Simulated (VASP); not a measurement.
SiC, 4 atoms in the cell. It takes space group P6_3mc (No. 186, hexagonal). The conventional cell has a = 2.829 Å, b = 2.829 Å, c = 4.846 Å, α = 90.00°, β = 90.00°, γ = 120.00°. Si (site symmetry 3m) has 4 C at 1.74 to 1.82 Å within 2.3 Å. C (site symmetry 3m) has 4 Si at 1.74 to 1.82 Å within 2.3 Å.  This cell differs from its parent crystal: strain -0.080 along x and y, -0.040 along z.

* Program: VASP 6.6.1
* Task: single point
* Functional: r2SCAN
* Potentials or basis: VASP PAW PBE potentials, release 64 (Si, C)
* Cutoff: 520 eV
* k mesh: 12 × 12 × 6
* Occupations: gaussian, width 0.05 eV
* Spin: no spin polarisation
* Dipole correction: no
* Further INCAR settings: ALGO = Normal; EDIFF = 1e-07; NBANDS = 16

Potentials or basis: VASP PAW PBE potentials, release 64 (Si, C).

The run is started by

```sh
$ cat potpaw_PBE.64/Si/POTCAR potpaw_PBE.64/C/POTCAR > POTCAR
$ cp INCAR.step1 INCAR
$ mpirun -np 1 vasp_std > vasp.out
$ cp INCAR.step2 INCAR
$ mpirun -np 1 vasp_std > vasp.out
```

Hardware: 1 thread of Intel(R) Xeon(R) 6975P-C (Granite Rapids), on a shared host.

Problem. How long does it take, and how much memory?

Solution. Wall time 58 s on 1 thread of Intel(R) Xeon(R) 6975P-C (Granite Rapids), with other jobs on the host, peak memory 0.17 GiB. Counts: k points 76.
